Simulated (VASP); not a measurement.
# WC (Fm-3m) in VASP: a series of runs

The runs below take WC through single point, with PBEsol.

Program: VASP 6.6.1. These are calculated values, not measurements. Logs are shortened: lines on timing, memory, paths and dates and some standing lists are left out, and cuts for length are marked.

## 1. The cell of the first run

It takes space group Fm-3m (No. 225, cubic). The conventional cell has a = 4.166 Å, b = 4.166 Å, c = 4.166 Å, α = 90.00°, β = 90.00°, γ = 90.00°. Within 2.8 Å of W (site symmetry m-3m) lie 6 C at 2.08 Å. Within 2.8 Å of C (site symmetry m-3m) lie 6 W at 2.08 Å.

## 2. Single point, PBEsol (strain -0.050 along x and y, -0.050 along z)

Input file INCAR:

```
SYSTEM = WC
  ALGO = Normal
  EDIFF = 1E-7
  ENCUT = 520
  GGA = PS
  ISIF = 2
  ISMEAR = 0
  LASPH = .TRUE.
  LCHARG = .TRUE.
  LELF = .TRUE.
  LREAL = .FALSE.
  LVHAR = .TRUE.
  LWAVE = .FALSE.
  NBANDS = 16
  NELM = 100
  PREC = Accurate
  SIGMA = 0.15
```

Input file KPOINTS:

```
k-points
0
G
  18 18 18
  0 0 0
```

Input file POSCAR:

```
WC
1.0
    0.0000000000      2.0830498000      2.0830498000
    2.0830498000      0.0000000000      2.0830498000
    2.0830498000      2.0830498000      0.0000000000
W C
1 1
Direct
    0.0000000000      0.0000000000      0.0000000000
    0.5000000000      0.5000000000      0.5000000000
```

Potentials or basis: VASP PAW PBE potentials, release 64 (W_sv, C).

Launch:

```
cat potpaw_PBE.64/W_sv/POTCAR potpaw_PBE.64/C/POTCAR > POTCAR
mpirun -np 1 vasp_std > vasp.out
```

OUTCAR:

```text
SYSTEM = WC
   EDIFF = 1E-7
   ENCUT = 520
   GGA = PS
   ISIF = 2
   ISMEAR = 0
   LASPH = .TRUE.
   LREAL = .FALSE.
   NELM = 100
   PREC = Accurate

 ion  position               nearest neighbor table
   1  0.000  0.000  0.000-   2 2.08   2 2.08   2 2.08   2 2.08   2 2.08   2 2.08
   2  0.500  0.500  0.500-   1 2.08   1 2.08   1 2.08   1 2.08   1 2.08   1 2.08

  LATTYP: Found a face centered cubic cell.
 ALAT       =     4.1660996000

  Lattice vectors:

 A1 = (   0.0000000000,   2.0830498000,   2.0830498000)
 A2 = (   2.0830498000,   0.0000000000,   2.0830498000)
 A3 = (   2.0830498000,   2.0830498000,   0.0000000000)

Analysis of symmetry for initial positions (statically):
=====================================================================
 Subroutine PRICEL returns:
 Original cell was already a primitive cell.

 Routine SETGRP: Setting up the symmetry group for a
 face centered cubic supercell.

 Subroutine GETGRP returns: Found 48 space group operations
 (whereof 48 operations were pure point group operations)
 out of a pool of 48 trial point group operations.

The static configuration has the point symmetry O_h .

Analysis of symmetry for dynamics (positions and initial velocities):
=====================================================================
 Subroutine PRICEL returns:
 Original cell was already a primitive cell.

 Routine SETGRP: Setting up the symmetry group for a
 face centered cubic supercell.

 Subroutine GETGRP returns: Found 48 space group operations
 (whereof 48 operations were pure point group operations)
 out of a pool of 48 trial point group operations.

The dynamic configuration has the point symmetry O_h .

 Subroutine INISYM returns: Found 48 space group operations
 (whereof 48 operations are pure point group operations),
 and found     1 'primitive' translations

----------------------------------------------------------------------------------------

                                     Primitive cell

  volume of cell :      18.0771

  direct lattice vectors                    reciprocal lattice vectors
     0.000000000  2.083049800  2.083049800    -0.240032667  0.240032667  0.240032667
     2.083049800  0.000000000  2.083049800     0.240032667 -0.240032667  0.240032667
     2.083049800  2.083049800  0.000000000     0.240032667  0.240032667 -0.240032667

  length of vectors
     2.945877278  2.945877278  2.945877278     0.415748776  0.415748776  0.415748776

  position of ions in fractional coordinates (direct lattice)
     0.000000000  0.000000000  0.000000000
     0.500000000  0.500000000  0.500000000

  ion indices of the primitive-cell ions
   primitive index   ion index
                 1           1
                 2           2

----------------------------------------------------------------------------------------

 KPOINTS: k-points

Automatic generation of k-mesh.
 Grid dimensions read from file:
 generate k-points for:   18   18   18

 Generating k-lattice:

  Cartesian coordinates                     Fractional coordinates (reciprocal lattice)
    -0.013335148  0.013335148  0.013335148     0.055555556  0.000000000  0.000000000
     0.013335148 -0.013335148  0.013335148     0.000000000  0.055555556  0.000000000
     0.013335148  0.013335148 -0.013335148     0.000000000  0.000000000  0.055555556

  Length of vectors
     0.023097154  0.023097154  0.023097154

  Shift w.r.t. Gamma in fractional coordinates (k-lattice)
     0.000000000  0.000000000  0.000000000

 Subroutine IBZKPT returns following result:
 ===========================================

 Found    195 irreducible k-points:

 Following reciprocal coordinates:
            Coordinates               Weight
  0.000000  0.000000  0.000000      1.000000
  0.055556  0.000000  0.000000      8.000000
  0.111111  0.000000  0.000000      8.000000
  0.166667  0.000000  0.000000      8.000000
  0.222222  0.000000  0.000000      8.000000
  0.277778  0.000000  0.000000      8.000000
[... 16 lines left out ...]
 -0.277778  0.055556  0.000000     24.000000
 -0.222222  0.055556  0.000000     24.000000
 [... further k-points ...]
   k-points           NKPTS =    195   k-points in BZ     NKDIM =    195   number of bands    NBANDS=     16
   number of dos      NEDOS =    301   number of ions     NIONS =      2
   total plane-waves  NPLWV =  13824
   dimension x,y,z NGX =    24 NGY =   24 NGZ =   24
   dimension x,y,z NGXF=    48 NGYF=   48 NGZF=   48
   ions per type =               1   1
   NGX,Y,Z   is equivalent  to a cutoff of  13.54, 13.54, 13.54 a.u.
   NGXF,Y,Z  is equivalent  to a cutoff of  27.09, 27.09, 27.09 a.u.
 SYSTEM =  WC
   PREC   = accura    normal or accurate (medium, high low for compatibility)
   ISTART =      0    job   : 0-new  1-cont  2-samecut
   ICHARG =      2    charge: 1-file 2-atom 10-const
   ISPIN  =      1    spin polarized calculation?
   LNONCOLLINEAR =      F non collinear calculations
   LSORBIT =      F    spin-orbit coupling
   LASPH  =      T    aspherical Exc in radial PAW
   ENCUT  =  520.0 eV  38.22 Ry    6.18 a.u.   5.48  5.48  5.48*2*pi/ulx,y,z
   NELM   =    100;   NELMIN=  2; NELMDL= -5     # of ELM steps
   EDIFF  = 0.1E-06   stopping-criterion for ELM
   LREAL  =      F    real-space projection
   EDIFFG = 0.1E-05   stopping-criterion for IOM
   NSW    =      0    number of steps for IOM
   IBRION =     -1    ionic relax: 0-MD 1-quasi-New 2-CG
   NFREE  =      0    steps in history (QN), initial steepest desc. (CG)
   ISIF   =      2    stress and relaxation
   ISYM   =      2    0-nonsym 1-usesym 2-fastsym
   POTIM  = 0.5000    time-step for ionic-motion
   TEBEG  =    0.0;   TEEND  =   0.0 temperature during run
   PSTRESS=    0.0 pullay stress
   NELECT =      18.0000    total number of electrons
   NUPDOWN=      -1.0000    fix difference up-down
   EMIN   =  10.00;   EMAX   =-10.00  energy-range for DOS
   EFERMI =   0.00;   METHOD = LEGACY
   ISMEAR =     0;   SIGMA  =   0.15  broadening in eV -4-tet -1-fermi 0-gaus
   EFERMI_NEDOS =   21; number of points for ismear=-14 and -15
   IALGO  =     38    algorithm
   IMIX   =      4    mixing-type and parameters
     AMIX     =   0.40;   BMIX     =  1.00
     AMIX_MAG =   1.60;   BMIX_MAG =  1.00
  volume/ion in A,a.u.               =       9.04        61.00
  Fermi-wavevector in a.u.,A,eV,Ry     =   1.634768  3.089263 36.361094  2.672465
  Thomas-Fermi vector in A             =   2.726352
   LORBIT       =      0    0 simple, 1 ext, 2 COOP (PROOUT), +10 PAW based schemes
   GGA     = PS    functional components
   LHFCALC =     F    Hartree Fock is set to
   AEXX    =    0.0000 exact exchange contribution
   IVDW    =     0    specifies the selected vdW correction
   LEPSILON=     F    determine dielectric tensor
   LRPA    =     F    only Hartree local field effects (RPA)
 non-spin polarized calculation
 Gauss-broadening in eV      SIGMA  =   0.15
  energy-cutoff  :      520.00
  volume of cell :       18.08
 maximum number of plane-waves:       531
 NGX is ok and might be reduce to    24
   NGX = 11   NGY = 11   NGZ = 11

 number of electron      18.0000000 magnetization

 Free energy of the ion-electron system (eV)
  ---------------------------------------------------
  ext. energy  EPLUGINS =         0.00000000
  ---------------------------------------------------
  free energy    TOTEN  =       -22.54162894 eV

  energy without entropy =      -22.53500990  energy(sigma->0) =      -22.53831942

 E-fermi :  14.7083     XC(G=0): -14.7145

 val. band max:       14.7016908844   @ k =   0.2778   0.1667   0.0000
 cond. band min:      14.7147601331   @ k =  -0.2778   0.2778   0.0000
 fundamental gap:      0.0130692486
 Fermi energy:        14.7083345666

 k-point     1 :       0.0000    0.0000    0.0000
  band No.  band energies     occupation
      1     -60.5541      2.00000
      2     -24.5199      2.00000
      3     -24.5199      2.00000
      4     -24.5199      2.00000
      5      -2.4179      2.00000
      6      11.3355      2.00000
[... 8 lines left out ...]
     15      24.1418      0.00000
     16      40.9964      0.00000

 k-point     2 :       0.0556    0.0000    0.0000
  band No.  band energies     occupation
      1     -60.5517      2.00000
      2     -24.5539      2.00000
      3     -24.5232      2.00000
      4     -24.5232      2.00000
      5      -2.3089      2.00000
      6      10.9693      2.00000
[... 8 lines left out ...]
     15      24.4009      0.00000
     16      39.7554      0.00000

 k-point     3 :       0.1111    0.0000    0.0000
  band No.  band energies     occupation
      1     -60.5448      2.00000
      2     -24.6510      2.00000
      3     -24.5328      2.00000
      4     -24.5328      2.00000
      5      -1.9899      2.00000
      6      10.1514      2.00000
[... 8 lines left out ...]
     15      25.1363      0.00000
     16      37.6279      0.00000

 k-point     4 :       0.1667    0.0000    0.0000
  band No.  band energies     occupation
      1     -60.5342      2.00000
      2     -24.7970      2.00000
      3     -24.5474      2.00000
      4     -24.5474      2.00000
      5      -1.4836      2.00000
      6       9.1733      2.00000
[... 8 lines left out ...]
     15      26.2154      0.00000
     16      35.6084      0.00000
[... 324 lines left out ...]
 k-point    22 :      -0.3333    0.0556    0.0000
  band No.  band energies     occupation
      1     -60.4894      2.00000
      2     -25.3611      2.00000
      3     -24.6440      2.00000
      4     -24.5973      2.00000
      5       1.1247      2.00000
      6       5.7804      2.00000
[... 8 lines left out ...]
     15      29.5987      0.00000
     16      29.8097      0.00000

 k-point    23 :      -0.2778    0.0556    0.0000
  band No.  band energies     occupation
      1     -60.5016      2.00000
      2     -25.2084      2.00000
      3     -24.6290      2.00000
      4     -24.5773      2.00000
      5       0.2819      2.00000
      6       6.7175      2.00000
[... 8 lines left out ...]
     15      28.8548      0.00000
     16      31.1226      0.00000

 k-point    24 :      -0.2222    0.0556    0.0000
  band No.  band energies     occupation
      1     -60.5151      2.00000
      2     -25.0349      2.00000
      3     -24.6094      2.00000
      4     -24.5576      2.00000
      5      -0.5060      2.00000
      6       7.7030      2.00000
[... 8 lines left out ...]
     15      27.9074      0.00000
     16      32.5181      0.00000

 [... further k-points ...]
[... 5 lines left out ...]
  --------------------------------------------------------------------------------------
  -------------------------------------------------------------------------------------
  Total        7.5037823      7.5037823      7.5037823      0.0000000     -0.0000000      0.0000000
  in kB      665.0615677    665.0615677    665.0615677      0.0000000     -0.0000000      0.0000000
  external PRESSURE =     665.0615677 kB  Pullay stress =       0.0000000 kB

 VOLUME and BASIS-vectors are now :
 -----------------------------------------------------------------------------
  energy-cutoff  :      520.00
  volume of cell :       18.08
      direct lattice vectors                 reciprocal lattice vectors
     0.000000000  2.083049800  2.083049800    -0.240032667  0.240032667  0.240032667
     2.083049800  0.000000000  2.083049800     0.240032667 -0.240032667  0.240032667
     2.083049800  2.083049800  0.000000000     0.240032667  0.240032667 -0.240032667

 POSITION                                       TOTAL-FORCE (eV/Angst)
 -----------------------------------------------------------------------------------
      0.00000      0.00000      0.00000         0.000000      0.000000      0.000000
      2.08305      2.08305      2.08305        -0.000000      0.000000     -0.000000
 -----------------------------------------------------------------------------------
    total drift:                                0.000000     -0.000000     -0.000000

  FREE ENERGIE OF THE ION-ELECTRON SYSTEM (eV)
  ---------------------------------------------------
  free  energy   TOTEN  =       -22.5416289418 eV

  energy  without entropy=      -22.5350098981  energy(sigma->0) =      -22.53831942
```

Run time: 86 s. Hardware: 1 thread of AMD EPYC 7R43 (Zen 3), shared host; peak memory 0.16 GiB.

Results:

```
Free energy            : -22.5416 eV
Pressure               : 66.5 GPa
Band gap on the k mesh : zero (bands 9 and 10 overlap by 4.00 eV)
```

Caveat: the cell differs from its parent crystal (strain -0.050 along x and y, -0.050 along z); the cell stands under pressure; the PAW data sets were made with another functional, which shifts forces and pressure a little; spin-orbit coupling is left out, which moves the levels of the heavy elements.

## 3. Single point, PBEsol (strain -0.025 along x and y, -0.025 along z)

Input file INCAR:

```
  PREC = Accurate
  ENCUT = 520
  EDIFF = 1E-6
  ISMEAR = 0
  SIGMA = 0.15
  LREAL = F
  LASPH = T
  NELM = 60
  ALGO = Normal
  ISIF = 2
  LWAVE = F
  LCHARG = F
  GGA = PS
  NBANDS = 16
```

Input file KPOINTS:

```
Automatic mesh
0
Gamma
  18 18 18
```

Input file POSCAR:

```
WC
1.0
    0.0000000000      2.1378669000      2.1378669000
    2.1378669000      0.0000000000      2.1378669000
    2.1378669000      2.1378669000      0.0000000000
W C
1 1
Direct
    0.0000000000      0.0000000000      0.0000000000
    0.5000000000      0.5000000000      0.5000000000
```

Potentials or basis: VASP PAW PBE potentials, release 64 (W_sv, C).

Launch:

```
cat potpaw_PBE.64/W_sv/POTCAR potpaw_PBE.64/C/POTCAR > POTCAR
mpirun -np 1 vasp_std > vasp.out
```

Run time: 81 s. Hardware: 1 thread of AMD EPYC 7R43 (Zen 3), shared host; peak memory 0.15 GiB.

The run converged. Its results:

- Free energy: -22.9359 eV
- Pressure: 22.3 GPa
- Band gap on the k mesh: zero (bands 9 and 10 overlap by 3.56 eV)

Levels at points of the mesh, in eV from the Fermi level:
```tsv
k point	band 6	band 7	band 8	band 9	band 10	band 11	band 12	band 13
(0.00, 0.00, 0.00)	-3.04	-3.04	-3.04	-1.16	-1.16	-1.16	-1.03	-1.03
(0.50, 0.00, 0.00)	-10.47	-7.12	-7.12	1.23	1.23	2.68	5.03	9.69
(0.50, 0.50, 0.00)	-6.39	-5.74	-2.58	-2.58	1.01	2.62	2.62	6.22
```

Caveat: the cell differs from its parent crystal (strain -0.025 along x and y, -0.025 along z); the cell stands under pressure; the PAW data sets were made with another functional, which shifts forces and pressure a little; spin-orbit coupling is left out, which moves the levels of the heavy elements.
